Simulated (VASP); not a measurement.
# Mg (Pm-3m) in VASP: density of states with PBEsol

Aim: the density of states of Mg with PBEsol.

Program: VASP 6.6.1. These are calculated values, not measurements. Logs are shortened: lines on timing, memory, paths and dates and some standing lists are left out, and cuts for length are marked.

## 1. The cell of the first run

Symmetry: Pm-3m, No. 221, cubic system. Conventional cell: a = 2.209 Å, b = 2.209 Å, c = 2.209 Å, α = 90.00°, β = 90.00°, γ = 90.00°. Mg (site symmetry m-3m) has 6 Mg at 2.21 Å within 2.9 Å.

## 2. Density of states, PBEsol (volume scaled by 0.4)

The input, POSCAR:

```
Mg
1.0
    2.2090762199      0.0000000000      0.0000000000
    0.0000000000      2.2090762199      0.0000000000
    0.0000000000      0.0000000000      2.2090762199
Mg
1
Direct
    0.0000000000      0.0000000000      0.0000000000
```

The input, INCAR.step1:

```
PREC = Accurate
ENCUT = 520
EDIFF = 1E-6
ISMEAR = -1
SIGMA = 0.1
LREAL = F
LASPH = T
NELM = 80
ALGO = Normal
ISIF = 2
LWAVE = F
LCHARG = T
GGA = PS
NBANDS = 7
```

The input, KPOINTS.step1:

```
Automatic mesh
0
Gamma
  13 13 13
```

The input, INCAR.step2:

```
PREC = Accurate
ENCUT = 520
EDIFF = 1E-6
ISMEAR = -5
SIGMA = 0.1
LREAL = F
LASPH = T
NELM = 80
ALGO = Normal
ISIF = 2
LWAVE = F
LCHARG = F
GGA = PS
LORBIT = 10
NBANDS = 7
NEDOS = 1001
ICHARG = 11
```

The input, KPOINTS.step2:

```
Automatic mesh
0
Gamma
  20 20 20
```

Potentials or basis: VASP PAW PBE potentials, release 64 (Mg).

On the command line:

```
$ cat potpaw_PBE.64/Mg/POTCAR > POTCAR
$ cp INCAR.step1 INCAR
$ cp KPOINTS.step1 KPOINTS
$ mpirun -np 1 vasp_std > vasp.out
$ cp INCAR.step2 INCAR
$ cp KPOINTS.step2 KPOINTS
$ mpirun -np 1 vasp_std > vasp.out
```

OUTCAR:

```text
PREC = Accurate
   ENCUT = 520
   EDIFF = 1E-6
   ISMEAR = -5
   LREAL = F
   LASPH = T
   NELM = 80
   ISIF = 2
   GGA = PS
   LORBIT = 10
   ICHARG = 11

 ion  position               nearest neighbor table
   1  0.000  0.000  0.000-

  LATTYP: Found a simple cubic cell.
 ALAT       =     2.2090762199

  Lattice vectors:

 A1 = (   2.2090762199,   0.0000000000,   0.0000000000)
 A2 = (   0.0000000000,   2.2090762199,   0.0000000000)
 A3 = (   0.0000000000,   0.0000000000,   2.2090762199)

Analysis of symmetry for initial positions (statically):
=====================================================================
 Subroutine PRICEL returns:
 Original cell was already a primitive cell.

 Routine SETGRP: Setting up the symmetry group for a
 simple cubic supercell.

 Subroutine GETGRP returns: Found 48 space group operations
 (whereof 48 operations were pure point group operations)
 out of a pool of 48 trial point group operations.

The static configuration has the point symmetry O_h .

Analysis of symmetry for dynamics (positions and initial velocities):
=====================================================================
 Subroutine PRICEL returns:
 Original cell was already a primitive cell.

 Routine SETGRP: Setting up the symmetry group for a
 simple cubic supercell.

 Subroutine GETGRP returns: Found 48 space group operations
 (whereof 48 operations were pure point group operations)
 out of a pool of 48 trial point group operations.

The dynamic configuration has the point symmetry O_h .

 Subroutine INISYM returns: Found 48 space group operations
 (whereof 48 operations are pure point group operations),
 and found     1 'primitive' translations

----------------------------------------------------------------------------------------

                                     Primitive cell

  volume of cell :      10.7803

  direct lattice vectors                    reciprocal lattice vectors
     2.209076220  0.000000000  0.000000000     0.452677907  0.000000000  0.000000000
     0.000000000  2.209076220  0.000000000     0.000000000  0.452677907  0.000000000
     0.000000000  0.000000000  2.209076220     0.000000000  0.000000000  0.452677907

  length of vectors
     2.209076220  2.209076220  2.209076220     0.452677907  0.452677907  0.452677907

  position of ions in fractional coordinates (direct lattice)
     0.000000000  0.000000000  0.000000000

  ion indices of the primitive-cell ions
   primitive index   ion index
                 1           1

----------------------------------------------------------------------------------------

 KPOINTS: Automatic mesh

Automatic generation of k-mesh.
 Grid dimensions read from file:
 generate k-points for:   20   20   20

 Generating k-lattice:

  Cartesian coordinates                     Fractional coordinates (reciprocal lattice)
     0.022633895  0.000000000  0.000000000     0.050000000  0.000000000  0.000000000
     0.000000000  0.022633895  0.000000000     0.000000000  0.050000000  0.000000000
     0.000000000  0.000000000  0.022633895     0.000000000  0.000000000  0.050000000

  Length of vectors
     0.022633895  0.022633895  0.022633895

  Shift w.r.t. Gamma in fractional coordinates (k-lattice)
     0.000000000  0.000000000  0.000000000

 TETIRR: Found   3982 inequivalent tetrahedra from    48000

 Subroutine IBZKPT returns following result:
 ===========================================

 Found    286 irreducible k-points:

 Following reciprocal coordinates:
            Coordinates               Weight
  0.000000  0.000000  0.000000      1.000000
  0.050000  0.000000  0.000000      6.000000
  0.100000  0.000000  0.000000      6.000000
  0.150000  0.000000  0.000000      6.000000
  0.200000  0.000000  0.000000      6.000000
  0.250000  0.000000  0.000000      6.000000
[... 16 lines left out ...]
  0.150000  0.100000  0.000000     24.000000
  0.200000  0.100000  0.000000     24.000000
 [... further k-points ...]
   k-points           NKPTS =    286   k-points in BZ     NKDIM =    286   number of bands    NBANDS=      7
   number of dos      NEDOS =   1001   number of ions     NIONS =      1
   total plane-waves  NPLWV =   4096
   dimension x,y,z NGX =    16 NGY =   16 NGZ =   16
   dimension x,y,z NGXF=    32 NGYF=   32 NGZF=   32
   ions per type =               1
   NGX,Y,Z   is equivalent  to a cutoff of  12.04, 12.04, 12.04 a.u.
   NGXF,Y,Z  is equivalent  to a cutoff of  24.08, 24.08, 24.08 a.u.
 SYSTEM =  unknown system
   PREC   = accura    normal or accurate (medium, high low for compatibility)
   ISTART =      0    job   : 0-new  1-cont  2-samecut
   ICHARG =     11    charge: 1-file 2-atom 10-const
   ISPIN  =      1    spin polarized calculation?
   LNONCOLLINEAR =      F non collinear calculations
   LSORBIT =      F    spin-orbit coupling
   LASPH  =      T    aspherical Exc in radial PAW
   ENCUT  =  520.0 eV  38.22 Ry    6.18 a.u.   4.11  4.11  4.11*2*pi/ulx,y,z
   NELM   =     80;   NELMIN=  2; NELMDL=  0     # of ELM steps
   EDIFF  = 0.1E-05   stopping-criterion for ELM
   LREAL  =      F    real-space projection
   EDIFFG = 0.1E-04   stopping-criterion for IOM
   NSW    =      0    number of steps for IOM
   IBRION =     -1    ionic relax: 0-MD 1-quasi-New 2-CG
   NFREE  =      0    steps in history (QN), initial steepest desc. (CG)
   ISIF   =      2    stress and relaxation
   ISYM   =      2    0-nonsym 1-usesym 2-fastsym
   POTIM  = 0.5000    time-step for ionic-motion
   TEBEG  =    0.0;   TEEND  =   0.0 temperature during run
   PSTRESS=    0.0 pullay stress
   NELECT =       2.0000    total number of electrons
   NUPDOWN=      -1.0000    fix difference up-down
   EMIN   =  10.00;   EMAX   =-10.00  energy-range for DOS
   EFERMI =   0.00;   METHOD = LEGACY
   ISMEAR =    -5;   SIGMA  =   0.10  broadening in eV -4-tet -1-fermi 0-gaus
   EFERMI_NEDOS =   21; number of points for ismear=-14 and -15
   IALGO  =     38    algorithm
   IMIX   =      4    mixing-type and parameters
     AMIX     =   0.40;   BMIX     =  1.00
     AMIX_MAG =   1.60;   BMIX_MAG =  1.00
  volume/ion in A,a.u.               =      10.78        72.75
  Fermi-wavevector in a.u.,A,eV,Ry     =   0.933700  1.764438 11.861506  0.871796
  Thomas-Fermi vector in A             =   2.060429
   LORBIT       =     10    0 simple, 1 ext, 2 COOP (PROOUT), +10 PAW based schemes
   GGA     = PS    functional components
   LHFCALC =     F    Hartree Fock is set to
   AEXX    =    0.0000 exact exchange contribution
   IVDW    =     0    specifies the selected vdW correction
   LEPSILON=     F    determine dielectric tensor
   LRPA    =     F    only Hartree local field effects (RPA)
 non-spin polarized calculation
 Fermi weights with tetrahedron method with Bloechl corrections
  energy-cutoff  :      520.00
  volume of cell :       10.78
 maximum number of plane-waves:       304

 number of electron       2.0000000 magnetization

 Free energy of the ion-electron system (eV)
  ---------------------------------------------------
  ext. energy  EPLUGINS =         0.00000000
  ---------------------------------------------------
  free energy    TOTEN  =         1.61536540 eV

  energy without entropy =        1.61536540  energy(sigma->0) =        1.61536540

 E-fermi :   8.4683     XC(G=0): -11.3053

 val. band max:        8.5076279252   @ k =   0.5000   0.3500   0.2500
 cond. band min:       8.3262675161   @ k =   0.5000   0.2500   0.1500
 fundamental gap:     -0.1813604091
 Fermi energy:         8.4683078273

 k-point     1 :       0.0000    0.0000    0.0000
  band No.  band energies     occupation
      1      -2.5728      2.00000
      2      19.9046      0.00000
      3      19.9046      0.00000
      4      26.7845      0.00000
      5      26.7845      0.00000
      6      26.7845      0.00000
      7      36.5071      0.00000

 k-point     2 :       0.0500    0.0000    0.0000
  band No.  band energies     occupation
      1      -2.4943      2.00000
      2      19.4076      0.00000
      3      19.9740      0.00000
      4      26.8199      0.00000
      5      26.8199      0.00000
      6      27.1366      0.00000
      7      36.8203      0.00000

 k-point     3 :       0.1000    0.0000    0.0000
  band No.  band energies     occupation
      1      -2.2594      2.00000
      2      18.1736      0.00000
      3      20.1810      0.00000
      4      26.9254      0.00000
      5      26.9254      0.00000
      6      27.9597      0.00000
      7      37.7293      0.00000

 k-point     4 :       0.1500    0.0000    0.0000
  band No.  band energies     occupation
      1      -1.8708      2.00000
      2      16.5800      0.00000
      3      20.5231      0.00000
      4      27.0987      0.00000
      5      27.0987      0.00000
      6      28.9441      0.00000
      7      39.1436      0.00000

 k-point     5 :       0.2000    0.0000    0.0000
  band No.  band energies     occupation
      1      -1.3322      2.00000
      2      14.8433      0.00000
      3      20.9943      0.00000
      4      27.3355      0.00000
      5      27.3355      0.00000
      6      29.9638      0.00000
      7      40.7834      0.00000
[... 161 lines left out ...]
 k-point    22 :       0.1000    0.1000    0.0000
  band No.  band energies     occupation
      1      -1.9484      2.00000
      2      17.8602      0.00000
      3      19.1997      0.00000
      4      26.3560      0.00000
      5      27.0739      0.00000
      6      29.9341      0.00000
      7      38.6246      0.00000

 k-point    23 :       0.1500    0.1000    0.0000
  band No.  band energies     occupation
      1      -1.5627      2.00000
      2      16.6639      0.00000
      3      19.1921      0.00000
      4      26.3973      0.00000
      5      27.2566      0.00000
      6      31.1966      0.00000
      7      38.8717      0.00000

 k-point    24 :       0.2000    0.1000    0.0000
  band No.  band energies     occupation
      1      -1.0282      2.00000
      2      15.0373      0.00000
      3      19.5640      0.00000
      4      26.6011      0.00000
      5      27.5062      0.00000
      6      32.3507      0.00000
      7      37.1676      0.00000

 [... further k-points ...]
[... 5 lines left out ...]
  --------------------------------------------------------------------------------------
  -------------------------------------------------------------------------------------
  Total        8.0373715      8.0373715      8.0373715     -0.0000000     -0.0000000     -0.0000000
  in kB     1194.5175199   1194.5175199   1194.5175199     -0.0000000     -0.0000000     -0.0000000
  external PRESSURE =    1194.5175199 kB  Pullay stress =       0.0000000 kB

 VOLUME and BASIS-vectors are now :
 -----------------------------------------------------------------------------
  energy-cutoff  :      520.00
  volume of cell :       10.78
      direct lattice vectors                 reciprocal lattice vectors
     2.209076220  0.000000000  0.000000000     0.452677907  0.000000000  0.000000000
     0.000000000  2.209076220  0.000000000     0.000000000  0.452677907  0.000000000
     0.000000000  0.000000000  2.209076220     0.000000000  0.000000000  0.452677907

 POSITION                                       TOTAL-FORCE (eV/Angst)
 -----------------------------------------------------------------------------------
      0.00000      0.00000      0.00000         0.000000      0.000000      0.000000
 -----------------------------------------------------------------------------------
    total drift:                               -0.000000      0.000000      0.000000

  FREE ENERGIE OF THE ION-ELECTRON SYSTEM (eV)
  ---------------------------------------------------
  free  energy   TOTEN  =         1.6153653969 eV

  energy  without entropy=        1.6153653969  energy(sigma->0) =        1.61536540

 total charge

# of ion       s       p       d       tot
------------------------------------------
    1        0.345   0.315   0.075   0.736
```

It took 7.1 s on 1 thread of Intel Xeon Platinum 8488C (Sapphire Rapids), shared host; peak memory 0.13 GiB.

What came out:

```
Valence electrons inside the program's atomic spheres : Mg 0.74
```

Caveat: the PAW data sets were made with another functional, which shifts forces and pressure a little; tetrahedron occupations give inexact forces and stress in metals.
